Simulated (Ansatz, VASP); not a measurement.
# Two plane-wave programs on MgS

```
CELL_PARAMETERS angstrom
0.00000 2.82577 2.82577
2.82577 0.00000 2.82577
2.82577 2.82577 0.00000
ATOMIC_POSITIONS crystal
Mg 0.00000 0.00000 0.00000
S 0.25000 0.25000 0.25000
```

Alike in both runs: functional PBEsol; k mesh 8 × 8 × 8; occupations gaussian, width 0.02 eV; no spin polarisation.

Ansatz relaxed the structure, and its values are those at the end. VASP's run is a single point on that final structure, the one shown.

|  | VASP | Ansatz |
| --- | --- | --- |
| version | VASP 6.6.1 | Ansatz 0.2.0 |
| potentials or method | VASP PAW PBE potentials, release 64 (Mg, S), cutoff 600 eV | scalar-relativistic, plane waves, PAW |
| valence electrons in the cell | 8 | 16 |

Ansatz gave:

```
gap on the k mesh at the Fermi level (eV) : 3.32
least direct gap on the mesh (eV)         : 3.32
pressure (GPa)                            : 0.0
```

Q: Which values does VASP return?

A: gap on the k mesh at the Fermi level (eV): 3.32; least direct gap on the mesh (eV): 3.32; pressure (GPa): -0.1.

VASP's potentials were made for PBE, not for PBEsol, and Ansatz warns of the same on its side. VASP's potentials hold 8 valence electrons a cell and Ansatz's 16, so a difference there can come from the potentials and not from the codes.
